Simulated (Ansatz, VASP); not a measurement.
One calculation of HfSiO4, two programs

```xyz
6
Lattice="0.0000 3.3917 3.3917 3.3917 0.0000 3.3917 3.3917 3.3917 0.0000" Properties=species:S:1:pos:R:3 pbc="T T T"
Hf    3.3917    3.3917    3.3917
Si    0.0000    0.0000    0.0000
O     2.6380    0.7536    2.6380
O     2.6380    2.6380    0.7536
O     0.7536    2.6380    2.6380
O     0.7536    0.7536    0.7536
```

Change from the starting cell: species swapped into the TlClO4 type (F-43m, No. 216).

Alike in both runs: task single point; functional PBE; k mesh 4 × 4 × 4; occupations gaussian, width 0.1 eV; no spin polarisation.

|  | VASP | Ansatz |
| --- | --- | --- |
| version | VASP 6.6.1 | Ansatz 0.2.0 |
| potentials or method | VASP PAW PBE potentials, release 64 (Hf_pv, Si, O), cutoff 520 eV | scalar-relativistic, plane waves, PAW |
| valence electrons in the cell | 38 | 54 |

VASP gave:

- gap on the k mesh at the Fermi level (eV): 0.72
- least direct gap on the mesh (eV): 0.74
- rms of the force components (eV/Å): 14.304

Task: Estimate Ansatz's values.

Result: gap on the k mesh at the Fermi level (eV): 0.73; least direct gap on the mesh (eV): 0.75; rms of the force components (eV/Å): 14.733.

Atom by atom the forces differ by 0.429 eV/Å (rms over components). VASP's potentials hold 38 valence electrons a cell and Ansatz's 54, so a difference there can come from the potentials and not from the codes.

Spin-orbit coupling is off throughout.
